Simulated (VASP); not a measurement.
# C8Cl in VASP: single point with PBE+D3(BJ)

Aim: the single point of C8Cl with PBE+D3(BJ).

Everything below comes from runs of VASP 6.6.1. Logs are shortened: lines on timing, memory, paths and dates and some standing lists are left out, and cuts for length are marked.

## (1) The cell of the first run

The cell holds a slab with vacuum, 9 atoms: a = 4.931 Å, b = 4.931 Å, c = 15.500 Å, α = 90.00°, β = 90.00°, γ = 120.00°.

## (2) Single point, PBE+D3(BJ), collinear spin, ferromagnetic start

Input file INCAR:

```
ALGO     = Normal         # electronic algorithm
DIPOL    = 0.5 0.5 0.277
EDIFF    = 1E-6           # SCF threshold, eV
ENCUT    = 520            # plane-wave cutoff, eV
GGA      = PE             # functional
IDIPOL   = 3            
ISIF     = 2              # what is computed and relaxed
ISMEAR   = 0              # smearing method
ISPIN    = 2              # spin polarisation
IVDW     = 12             # dispersion correction
LASPH    = True           # aspherical terms in the spheres
LCHARG   = False          # write CHGCAR
LDIPOL   = True         
LORBIT   = 11             # projections on sites
LREAL    = False          # projectors in reciprocal space
LWAVE    = False          # write WAVECAR
MAGMOM   = 0 0 0 0 0 0 0 0 1 # initial moments
NBANDS   = 34             # bands
NELM     = 150            # most SCF steps
PREC     = Accurate       # precision mode
SIGMA    = 0.1            # smearing width, eV
```

Input file KPOINTS:

```
k-points
0
Gamma
  6 6 1
```

Input file POSCAR:

```
C8Cl
1.0
    4.9313048858      0.0000000001      0.0000000000
   -2.4656524430      4.2706353049      0.0000000000
    0.0000000000      0.0000000000     15.5000331949
C Cl
8 1
Direct
    0.3333333333      0.1666666667      0.2580661051
    0.3333333333      0.6666666667      0.2580661051
    0.8333333333      0.1666666667      0.2580661051
    0.8333333333      0.6666666667      0.2580661051
    0.1666666667      0.3333333333      0.2580639635
    0.1666666667      0.8333333333      0.2580639635
    0.6666666667      0.3333333333      0.2580639635
    0.6666666667      0.8333333333      0.2580639635
    0.3333333333      0.1666666667      0.4316307833
```

Potentials or basis: VASP PAW PBE potentials, release 64 (C, Cl).

Run with:

```sh
$ cat potpaw_PBE.64/C/POTCAR potpaw_PBE.64/Cl/POTCAR > POTCAR
$ mpirun -np 1 vasp_std > vasp.out
```

OUTCAR:

```text
EDIFF = 1E-6
   ENCUT = 520
   GGA = PE
   ISIF = 2
   ISMEAR = 0
   ISPIN = 2
   IVDW = 12
   LASPH = True
   LORBIT = 11
   LREAL = False
   NELM = 150
   PREC = Accurate
 IVDW          = 12

 ion  position               nearest neighbor table
   1  0.333  0.167  0.258-   5 1.42   7 1.42   6 1.42
   2  0.333  0.667  0.258-   6 1.42   8 1.42   5 1.42
   3  0.833  0.167  0.258-   7 1.42   5 1.42   8 1.42
   4  0.833  0.667  0.258-   8 1.42   6 1.42   7 1.42
   5  0.167  0.333  0.258-   1 1.42   3 1.42   2 1.42
   6  0.167  0.833  0.258-   2 1.42   4 1.42   1 1.42
   7  0.667  0.333  0.258-   3 1.42   1 1.42   4 1.42
   8  0.667  0.833  0.258-   4 1.42   2 1.42   3 1.42
   9  0.333  0.167  0.432-

  LATTYP: Found a hexagonal cell.
 ALAT       =     4.9313048858
 C/A-ratio  =     3.1431910121

  Lattice vectors:

 A1 = (   4.9313048858,   0.0000000001,   0.0000000000)
 A2 = (  -2.4656524430,   4.2706353049,   0.0000000000)
 A3 = (   0.0000000000,   0.0000000000,  15.5000331949)

Analysis of symmetry for initial positions (statically):
=====================================================================
 Subroutine PRICEL returns:
 Original cell was already a primitive cell.

 Routine SETGRP: Setting up the symmetry group for a
 hexagonal supercell.

 Subroutine GETGRP returns: Found  6 space group operations
 (whereof  2 operations were pure point group operations)
 out of a pool of 24 trial point group operations.

The static configuration has the point symmetry C_1h.
 The point group associated with its full space group is C_3v.

Analysis of symmetry for dynamics (positions and initial velocities):
=====================================================================
 Subroutine PRICEL returns:
 Original cell was already a primitive cell.

 Routine SETGRP: Setting up the symmetry group for a
 hexagonal supercell.

 Subroutine GETGRP returns: Found  6 space group operations
 (whereof  2 operations were pure point group operations)
 out of a pool of 24 trial point group operations.

The dynamic configuration has the point symmetry C_1h.
 The point group associated with its full space group is C_3v.

Analysis of structural, dynamic, and magnetic symmetry:
=====================================================================
 Subroutine PRICEL returns:
 Original cell was already a primitive cell.

 Routine SETGRP: Setting up the symmetry group for a
 hexagonal supercell.

 Subroutine GETGRP returns: Found  6 space group operations
 (whereof  2 operations were pure point group operations)
 out of a pool of 24 trial point group operations.

The overall configuration has the point symmetry C_1h.
 The point group associated with its full space group is C_3v.

 Subroutine INISYM returns: Found  6 space group operations
 (whereof  2 operations are pure point group operations),
 and found     1 'primitive' translations

----------------------------------------------------------------------------------------

                                     Primitive cell

  volume of cell :     326.4277

  direct lattice vectors                    reciprocal lattice vectors
     4.931304886  0.000000000  0.000000000     0.202786083  0.117078599  0.000000000
    -2.465652443  4.270635305  0.000000000    -0.000000000  0.234157199  0.000000000
     0.000000000  0.000000000 15.500033195     0.000000000  0.000000000  0.064515991

  length of vectors
     4.931304886  4.931304886 15.500033195     0.234157199  0.234157199  0.064515991

  position of ions in fractional coordinates (direct lattice)
     0.333333333  0.166666667  0.258066105
     0.333333333  0.666666667  0.258066105
     0.833333333  0.166666667  0.258066105
     0.833333333  0.666666667  0.258066105
     0.166666667  0.333333333  0.258063963
     0.166666667  0.833333333  0.258063963
[... 57 lines left out ...]
   NGX,Y,Z   is equivalent  to a cutoff of  13.48, 13.48, 12.87 a.u.
   NGXF,Y,Z  is equivalent  to a cutoff of  26.97, 26.97, 25.74 a.u.
 SYSTEM =  unknown system
   PREC   = accura    normal or accurate (medium, high low for compatibility)
   ISTART =      0    job   : 0-new  1-cont  2-samecut
   ICHARG =      2    charge: 1-file 2-atom 10-const
   ISPIN  =      2    spin polarized calculation?
   LNONCOLLINEAR =      F non collinear calculations
   LSORBIT =      F    spin-orbit coupling
   LASPH  =      T    aspherical Exc in radial PAW
   ENCUT  =  520.0 eV  38.22 Ry    6.18 a.u.   9.17  9.17 28.82*2*pi/ulx,y,z
   NELM   =    150;   NELMIN=  2; NELMDL= -5     # of ELM steps
   EDIFF  = 0.1E-05   stopping-criterion for ELM
   LREAL  =      F    real-space projection
   EDIFFG = 0.1E-04   stopping-criterion for IOM
   NSW    =      0    number of steps for IOM
   IBRION =     -1    ionic relax: 0-MD 1-quasi-New 2-CG
   NFREE  =      0    steps in history (QN), initial steepest desc. (CG)
   ISIF   =      2    stress and relaxation
   ISYM   =      2    0-nonsym 1-usesym 2-fastsym
   POTIM  = 0.5000    time-step for ionic-motion
   TEBEG  =    0.0;   TEEND  =   0.0 temperature during run
   PSTRESS=    0.0 pullay stress
   NELECT =      39.0000    total number of electrons
   NUPDOWN=      -1.0000    fix difference up-down
   EMIN   =  10.00;   EMAX   =-10.00  energy-range for DOS
   EFERMI =   0.00;   METHOD = LEGACY
   ISMEAR =     0;   SIGMA  =   0.10  broadening in eV -4-tet -1-fermi 0-gaus
   EFERMI_NEDOS =   21; number of points for ismear=-14 and -15
   IALGO  =     38    algorithm
   IMIX   =      4    mixing-type and parameters
     AMIX     =   0.40;   BMIX     =  1.00
     AMIX_MAG =   1.60;   BMIX_MAG =  1.00
  volume/ion in A,a.u.               =      36.27       244.76
  Fermi-wavevector in a.u.,A,eV,Ry     =   0.806308  1.523700  8.845580  0.650132
  Thomas-Fermi vector in A             =   1.914715
   LORBIT       =     11    0 simple, 1 ext, 2 COOP (PROOUT), +10 PAW based schemes
   GGA     = PE    functional components
   LHFCALC =     F    Hartree Fock is set to
   AEXX    =    0.0000 exact exchange contribution
   IVDW    =    12    specifies the selected vdW correction
   LEPSILON=     F    determine dielectric tensor
   LRPA    =     F    only Hartree local field effects (RPA)
 spin polarized calculation
 Gauss-broadening in eV      SIGMA  =   0.10
  energy-cutoff  :      520.00
  volume of cell :      326.43
 maximum number of plane-waves:      8828
 NGX is ok and might be reduce to    40
   NGX = 19   NGY = 19   NGZ = 57

 dipolmoment           0.000000      0.000000     -0.016632 electrons x Angstroem

 number of electron      38.9999996 magnetization       0.8888657

 dipolmoment           0.000000      0.000000      0.311894 electrons x Angstroem

 Free energy of the ion-electron system (eV)
  ---------------------------------------------------
  ext. energy  EPLUGINS =         0.00000000
  ---------------------------------------------------
  free energy    TOTEN  =       -74.54409536 eV

  energy without entropy =      -74.53717093  energy(sigma->0) =      -74.54063315

 E-fermi :  -3.5306     XC(G=0):  -3.6222

 val. band max:       -3.7628710766   @ k =   0.3333   0.3333   0.0000
 cond. band min:      -3.4730429776   @ k =   0.0000   0.0000   0.0000
 fundamental gap:      0.2898280990
 Fermi energy:        -3.5306162502

 spin component 1

 k-point     1 :       0.0000    0.0000    0.0000
  band No.  band energies     occupation
      1     -22.3888      1.00000
      2     -17.2999      1.00000
      3     -17.1187      1.00000
      4     -17.1187      1.00000
      5     -16.6448      1.00000
      6     -16.0999      1.00000
[... 227 lines left out ...]
     30       5.2153      0.00000
     31       5.5411      0.00000
 Fermi energy:        -3.5306162502

 spin component 2

 k-point     1 :       0.0000    0.0000    0.0000
  band No.  band energies     occupation
      1     -22.3522      1.00000
      2     -17.1891      1.00000
      3     -17.0926      1.00000
      4     -17.0926      1.00000
      5     -16.1236      1.00000
      6     -16.0786      1.00000
[... 227 lines left out ...]
     30       5.2995      0.00000
     31       5.6157      0.00000
 [bands above 31 left out]

------------------------ aborting loop because EDIFF is reached ----------------------------------------

 vacuum level on the upper side and lower side of the slab       (xc-potential included)         1.166        -1.421

 Edisp (eV)   -0.90271

 E8    (eV) :    -0.2833

  FORCE on cell =-STRESS in cart. coord.  units (eV):
  Direction    XX          YY          ZZ          XY          YZ          ZX
  --------------------------------------------------------------------------------------
  -------------------------------------------------------------------------------------
  Total       0.20290     0.20290     0.03708    -0.00000    -0.00000     0.00000
  in kB       0.99585     0.99585     0.18201    -0.00000    -0.00000     0.00000
  external pressure =        0.72 kB  Pullay stress =        0.00 kB

 VOLUME and BASIS-vectors are now :
 -----------------------------------------------------------------------------
  energy-cutoff  :      520.00
  volume of cell :      326.43
      direct lattice vectors                 reciprocal lattice vectors
     4.931304886  0.000000000  0.000000000     0.202786083  0.117078599  0.000000000
    -2.465652443  4.270635305  0.000000000    -0.000000000  0.234157199  0.000000000
     0.000000000  0.000000000 15.500033195     0.000000000  0.000000000  0.064515991

 POSITION                                       TOTAL-FORCE (eV/Angst)
 -----------------------------------------------------------------------------------
      1.23283      0.71177      4.00003        -0.000000     -0.000000      0.382469
     -0.00000      2.84709      4.00003        -0.042915     -0.024777     -0.071057
      3.69848      0.71177      4.00003        -0.000000      0.049554     -0.071057
      2.46565      2.84709      4.00003         0.042915     -0.024777     -0.071057
      0.00000      1.42355      4.00000        -0.364483      0.210435     -0.066304
     -1.23283      3.55886      4.00000         0.000000     -0.420869     -0.066304
      2.46565      1.42355      4.00000         0.364483      0.210435     -0.066304
      1.23283      3.55886      4.00000        -0.000000     -0.000000      0.001542
      1.23283      0.71177      6.69029        -0.000000     -0.000000      0.028071
 -----------------------------------------------------------------------------------
    total drift:                               -0.000000      0.000000     -0.000110

  FREE ENERGIE OF THE ION-ELECTRON SYSTEM (eV)
  ---------------------------------------------------
  free  energy   TOTEN  =       -75.4468058209 eV

  energy  without entropy=      -75.4398813905  energy(sigma->0) =      -75.44334361

 vacuum level on the upper side and lower side of the slab         3.957         1.276

 total charge

# of ion       s       p       d       tot
------------------------------------------
    1        0.868   1.770   0.000   2.638
    2        0.863   1.784   0.000   2.647
    3        0.863   1.784   0.000   2.647
    4        0.863   1.784   0.000   2.647
    5        0.865   1.778   0.000   2.643
    6        0.865   1.778   0.000   2.643
    7        0.865   1.778   0.000   2.643
    8        0.865   1.777   0.000   2.642
    9        1.617   3.363   0.000   4.980
--------------------------------------------------
tot          8.534  17.596   0.000  26.130

 magnetization (x)

# of ion       s       p       d       tot
------------------------------------------
    1        0.003   0.029   0.000   0.032
    2       -0.001  -0.008   0.000  -0.009
    3       -0.001  -0.008   0.000  -0.009
    4       -0.001  -0.008   0.000  -0.009
    5        0.002   0.026   0.000   0.028
    6        0.002   0.026   0.000   0.028
    7        0.002   0.026   0.000   0.028
    8        0.002   0.026   0.000   0.028
    9        0.011   0.498   0.000   0.509
--------------------------------------------------
tot          0.017   0.606   0.000   0.623
```

Wall time 8 min (1 thread of Oxide Virtual Turin-like, shared host); peak memory 0.6 GiB.

What came out:

```yaml
Free_energy: -75.4468 eV
Largest_force: 0.426 eV/Å
Net_moment: 0.89 μB per cell
Site_moments: C +0.03, -0.01; Cl +0.51 μB
Valence_electrons_inside_the_program's_atomic_spheres: C 2.64, 2.65; Cl 4.98
Dispersion_energy_per_atom: -0.100 eV
```

Forces on the atoms (eV/Å):
```
C    0.000  0.000  0.382
C   -0.043 -0.025 -0.071
C    0.000  0.050 -0.071
C    0.043 -0.025 -0.071
C   -0.364  0.210 -0.066
C    0.000 -0.421 -0.066
C    0.364  0.210 -0.066
C    0.000  0.000  0.002
Cl   0.000  0.000  0.028
```
